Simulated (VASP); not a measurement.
Runs of VASP 6.6.1 on SnO2. The structure is that of space group P6_3/mmc (No. 194), or close to it. The cells are those of the table. 

| cell | gap on the mesh (eV) | pressure (GPa) | largest force (eV/Å) |
| --- | --- | --- | --- |
| a = 3.158, b = 3.158, c = 10.164 Å, angles 90.0, 90.0, 120.0°, 6 atoms | (b) | 8.4 | 0.67 |
| a = 3.265, b = 3.265, c = 10.509 Å, angles 90.0, 90.0, 120.0°, 6 atoms | 1.77 | (a) | 0.45 |
| a = 3.131, b = 3.131, c = 10.078 Å, angles 90.0, 90.0, 120.0°, 6 atoms | 2.55 | 13.1 | 1.01 |
| a = 3.185, b = 3.185, c = 10.251 Å, angles 90.0, 90.0, 120.0°, 6 atoms | (c) | 4.2 | 0.35 |
| a = 3.238, b = 3.238, c = 10.422 Å, angles 90.0, 90.0, 120.0°, 6 atoms | 1.91 | -2.6 | 0.20 |

Alike in all rows: task single point; level PBE+D3(BJ); potentials or basis VASP PAW PBE potentials, release 64 (Sn_d, O); no spin polarisation; k mesh 12 × 12 × 4; cutoff (eV) 520; smearing gaussian 0.05 eV.

Task: Fill in the values left out.

Result: (a) -5.5; (b) 2.38; (c) 2.21.

Caveats: spin-orbit coupling is left out, which moves the levels of the heavy elements; the stress differs along the axes, from 5 to 10 GPa (at least some runs); the cell stands under tension (at least some runs); the stress differs along the axes, from 8 to 16 GPa (at least some runs); forces of over 1 eV/Å act on the atoms, so gaps and moduli don't describe the material at rest (at least some runs); the cell stands under pressure (at least some runs).

A k mesh can miss the band edges, and the runs leave out spin-orbit coupling on Sn.
